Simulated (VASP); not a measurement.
MgO, 2 atoms in the cell. It takes space group I4mm (No. 107, tetragonal). Conventional cell: a = 3.008 Å, b = 3.008 Å, c = 4.254 Å, α = 90.00°, β = 90.00°, γ = 90.00°. Within 2.5 Å of Mg (site symmetry 4mm) lie 6 O at 1.91 to 2.34 Å. Within 2.5 Å of O (site symmetry 4mm) lie 6 Mg at 1.91 to 2.34 Å. 

- Program: VASP 6.6.1
- Task: single point
- Functional: PBE
- Potentials or basis: VASP PAW PBE potentials, release 64 (Mg, O)
- Cutoff: 600 eV
- k mesh: 10 × 10 × 10
- Occupations: gaussian, width 0.05 eV
- Spin: no spin polarisation
- Dipole correction: no
- Further INCAR settings: ALGO = Normal; EDIFF = 1e-06; NBANDS = 11

Potentials or basis: VASP PAW PBE potentials, release 64 (Mg, O).

Command:

```bash
$ cat potpaw_PBE.64/Mg/POTCAR potpaw_PBE.64/O/POTCAR > POTCAR
$ mpirun -np 1 vasp_std > vasp.out
```

Hardware: 1 thread of Intel(R) Xeon(R) Platinum 8259CL CPU @ 2.50GHz (Skylake/Cascade Lake), on a shared host.

Task: How long does it take, and how much memory?

Result: Run time: 13 s on 1 thread of Intel(R) Xeon(R) Platinum 8259CL CPU @ 2.50GHz (Skylake/Cascade Lake), on a shared host, peak memory 0.16 GiB. Counts: scf iterations 12, k points 102.
